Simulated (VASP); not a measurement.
Here is a VASP 6.6.1 calculation.

INCAR

```
PREC = Accurate
ENCUT = 520
EDIFF = 1E-7
ISMEAR = -1
SIGMA = 0.05
LREAL = Auto
LASPH = True
NELM = 120
ALGO = Normal
ISIF = 2
LWAVE = False
LCHARG = False
GGA = PS
IBRION = 2
NSW = 100
EDIFFG = -0.03
NELECT = 254.0
ISYM = -1
GGA_COMPAT = False
NELMIN = 4
```

KPOINTS

```
explicit points
1
Reciprocal
  0.25000000   0.25000000   0.25000000 1
```

POSCAR

```
Mg33O31
1.0
    8.4288080000      0.0000000000      0.0000000000
    0.0000000000      8.4288080000      0.0000000000
    0.0000000000      0.0000000000      8.4288080000
O Mg
31 33
Direct
    0.2513260000      0.9985280000      0.0018070000
    0.2498030000      0.0015780000      0.5033620000
    0.2496180000      0.4959230000      0.0045480000
    0.7473150000      0.0012060000      0.9979440000
    0.7508170000      0.9983440000      0.5056140000
    0.7500420000      0.5019610000      0.9993250000
    0.7494650000      0.4975590000      0.5019200000
    0.9970650000      0.2514320000      0.0001610000
    0.9974150000      0.2550910000      0.5014330000
    0.0015560000      0.7523260000      0.9979870000
    0.0002350000      0.7524980000      0.5003490000
    0.5008970000      0.2502130000      0.0033670000
    0.5000210000      0.2515110000      0.4982510000
    0.5004160000      0.7545590000      0.9998420000
    0.4989150000      0.7455010000      0.5028010000
    0.9981530000      0.9997760000      0.2521250000
    0.0010600000      0.0027570000      0.7492220000
    0.0028510000      0.4992600000      0.2520800000
    0.9987380000      0.5032820000      0.7519680000
    0.4998650000      0.0033470000      0.2464170000
    0.4941930000      0.0017540000      0.7481440000
    0.5019380000      0.5008900000      0.2512110000
    0.5015570000      0.4970720000      0.7520050000
    0.2503470000      0.2484350000      0.2488550000
    0.2494690000      0.2477010000      0.7508380000
    0.2485410000      0.7531650000      0.2486940000
    0.2507190000      0.7480260000      0.7432170000
    0.7505670000      0.2477850000      0.2524710000
    0.7498980000      0.2488960000      0.7503700000
    0.7490630000      0.7495440000      0.2476650000
    0.7525430000      0.7493790000      0.7508510000
    0.2505460000      0.5001100000      0.4984980000
    0.0025830000      0.0042810000      0.0010020000
    0.9990510000      0.0025690000      0.4973030000
    0.0003030000      0.4953150000      0.9979820000
    0.9952410000      0.4966910000      0.4999970000
    0.5013650000      0.9997290000      0.0049140000
    0.5008240000      0.0031890000      0.5017490000
    0.4991370000      0.5007630000      0.9944580000
    0.4977600000      0.4966450000      0.5004410000
    0.2507460000      0.2517900000      0.0014220000
    0.2519380000      0.2469990000      0.5005460000
    0.2519490000      0.7518420000      0.9990550000
    0.2478800000      0.7521200000      0.4975480000
    0.7504720000      0.2473050000      0.9992170000
    0.7511210000      0.2520250000      0.4990270000
    0.7517920000      0.7514150000      0.0003750000
    0.7505390000      0.7502460000      0.5010850000
    0.2519610000      0.0012560000      0.2530610000
    0.2526030000      0.9979560000      0.7454940000
    0.2480730000      0.5002670000      0.2528100000
    0.2503140000      0.5029860000      0.7497510000
    0.7479470000      0.0034300000      0.2482260000
    0.7514280000      0.9984060000      0.7452340000
    0.7531370000      0.4971800000      0.2520570000
    0.7468800000      0.5000920000      0.7485960000
    0.0005920000      0.2482090000      0.2493380000
    0.0003870000      0.2516400000      0.7499190000
    0.9991620000      0.7498500000      0.2513360000
    0.0006110000      0.7472260000      0.7510550000
    0.5016070000      0.2493910000      0.2504220000
    0.4971880000      0.2543240000      0.7554370000
    0.5034090000      0.7521450000      0.2524460000
    0.4963440000      0.7501940000      0.7525480000
```

Potentials or basis: VASP PAW PBE potentials, release 64 (O, Mg).

Run with:

```console
$ cat potpaw_PBE.64/O/POTCAR potpaw_PBE.64/Mg/POTCAR > POTCAR
$ mpirun -np 1 vasp_std > vasp.out
```

**Question.** What does it give for the energy gained by relaxing?

**Answer.** 65.6 meV/atom.

Step by step:
| step | energy change (eV) | largest force (eV/Å) | pressure (GPa) |
| --- | --- | --- | --- |
| 1 | 0.0000 | 4.8495 | 15.61 |
| 2 | -3.3567 | 0.9842 | 15.54 |
| 3 | -3.3627 | 1.1178 | 15.61 |
| 4 | -3.9829 | 0.7495 | 15.49 |
| 5 | -4.0207 | 1.0550 | 15.55 |
| 6 | -4.1228 | 0.6992 | 15.45 |
| 7 | -4.1317 | 0.3299 | 15.45 |
| 8 | -4.1649 | 0.1507 | 15.42 |
| 9 | -4.1652 | 0.1570 | 15.42 |
| 10 | -4.1796 | 0.0997 | 15.42 |
| 11 | -4.1857 | 0.0954 | 15.43 |
| 12 | -4.1905 | 0.0854 | 15.42 |
| 13 | -4.1906 | 0.1155 | 15.42 |
| 14 | -4.1934 | 0.0671 | 15.41 |
| 15 | -4.1934 | 0.0758 | 15.41 |
| 16 | -4.1951 | 0.0442 | 15.40 |
| 17 | -4.1951 | 0.0456 | 15.40 |
| 18 | -4.1961 | 0.0320 | 15.40 |
| 19 | -4.1964 | 0.0345 | 15.39 |
| 20 | -4.1971 | 0.0275 | 15.40 |

Caveat: the cell carries a net charge on a neutralising background, which shifts energy and pressure; the cell is charged against a uniform background, so pressure and absolute levels hang on convention; the PAW data sets were made with another functional, which shifts forces and pressure a little.
